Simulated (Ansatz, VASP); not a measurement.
Re: VASP beside Ansatz

```
Re
1.0
     1.37463    0.79365    6.65365
    -1.37463    0.79365    6.65365
     0.00000   -1.58729    6.65365
Re
3
Direct
  0.00000 0.00000 0.00000
  0.22217 0.22217 0.22217
  0.77783 0.77783 0.77783
```

Change from the starting cell: volume scaled by 0.98.

Alike in both runs: task single point; functional PBEsol; k mesh 15 × 15 × 15; occupations fermi-dirac, width 0.05 eV; no spin polarisation.

|  | VASP | Ansatz |
| --- | --- | --- |
| version | VASP 6.6.1 | Ansatz 0.2.0 |
| potentials or method | VASP PAW PBE potentials, release 64 (Re), cutoff 520 eV | all-electron LAPW, scalar-relativistic |

```tsv
	VASP	Ansatz	Ansatz less VASP
pressure (GPa)	1.2	1.2	+0.05
traceless stress, the component that is largest in VASP (GPa)	-0.69	-0.64	+0.055
rms of the force components (eV/Å)	0.017	0.015	-0.0016
```

VASP's potentials were made for PBE, not for PBEsol. Atom by atom the forces differ by 0.002 eV/Å (rms over components). Ansatz ran all-electron here, and VASP with PAW potentials.

Neither program's run includes spin-orbit coupling.
